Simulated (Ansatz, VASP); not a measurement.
**Two plane-wave programs on MgO**

Contents of POSCAR:

```
MgO
1.0
    3.2882172536      0.0000000000      0.0000000000
   -1.6441086268      2.8476796748      0.0000000000
    0.0000000000      0.0000000000      5.0343661375
Mg O
2 2
Direct
    0.3333333333      0.6666666667     -0.0098385294
    0.6666666667      0.3333333333      0.4901614706
    0.3333333333      0.6666666667      0.3848385294
    0.6666666667      0.3333333333      0.8848385294
```

File INCAR.step1:

```
PREC = Accurate
ENCUT = 520
EDIFF = 1E-5
ISMEAR = 0
SIGMA = 0.01
LREAL = F
LASPH = T
NELM = 80
ALGO = Normal
ISIF = 2
LWAVE = T
LCHARG = F
GGA = PE
NBANDS = 16
```

File INCAR.step2:

```
PREC = Accurate
ENCUT = 520
EDIFF = 1E-6
ISMEAR = 0
SIGMA = 0.01
LREAL = F
LASPH = T
NELM = 80
ALGO = Normal
ISIF = 2
LWAVE = F
LCHARG = F
GGA = PE
LHFCALC = T
AEXX = 0.35
HFSCREEN = 0.1
PRECFOCK = Normal
ISTART = 1
NBANDS = 16
```

Contents of KPOINTS:

```
Automatic mesh
0
Gamma
  6 6 2
```

Input for Ansatz:

```yaml
crystal:
  lattice:
    - [3.2882172536, 0.0, 0.0]
    - [-1.6441086268, 2.8476796748, 0.0]
    - [0.0, 0.0, 5.0343661375]
  atoms:
    - { symbol: Mg, position: [0.3333333333, 0.6666666667, -0.0098385294] }
    - { symbol: Mg, position: [0.6666666667, 0.3333333333, 0.4901614706] }
    - { symbol: O, position: [0.3333333333, 0.6666666667, 0.3848385294] }
    - { symbol: O, position: [0.6666666667, 0.3333333333, 0.8848385294] }
kpoints:
  mp_grid: { grid: [6, 6, 2] }
hamiltonian:
  xc: { exchange: pbe, correlation: pbe, exx: { coeff: 0.35, omega: 0.1 } }
scf:
  occupations: { method: fixed }
  n_extra_bands: 5
output:
  forces: true
  stress: true
  eigenvalues: true
```

Alike in both runs: task single point; functional PBE-based screened hybrid with a share of 0.35 of exact exchange and HFSCREEN = 0.1; k mesh 6 × 6 × 2; no spin polarisation.

```csv
,VASP,Ansatz
version,VASP 6.6.1,Ansatz 0.2.0
potentials or method,"VASP PAW PBE potentials, release 64 (Mg, O)",plane waves
plane-wave cutoff (eV),520,420
occupations,"gaussian, width 0.01 eV",fixed
valence electrons in the cell,16,32
```

VASP gave:

- gap on the k mesh at the Fermi level (eV): 6.31
- pressure (GPa): -1.6
- traceless stress, the component that is largest in VASP (GPa): 0.13
- rms of the force components (eV/Å): 0.006

Question: Estimate Ansatz's values.

Answer: gap on the k mesh at the Fermi level (eV): 6.33; pressure (GPa): -1.6; traceless stress, the component that is largest in VASP (GPa): 0.14; rms of the force components (eV/Å): 0.008.

VASP's potentials were made for PBE, not for PBE-based screened hybrid. Atom by atom the forces differ by 0.001 eV/Å (rms over components). VASP's potentials hold 16 valence electrons a cell and Ansatz's 32, so a difference there can come from the potentials and not from the codes. Ansatz's warnings: stress exchange threshold loose, stress scf threshold loose.

The k mesh is coarse, so the values compare programs but aren't converged.
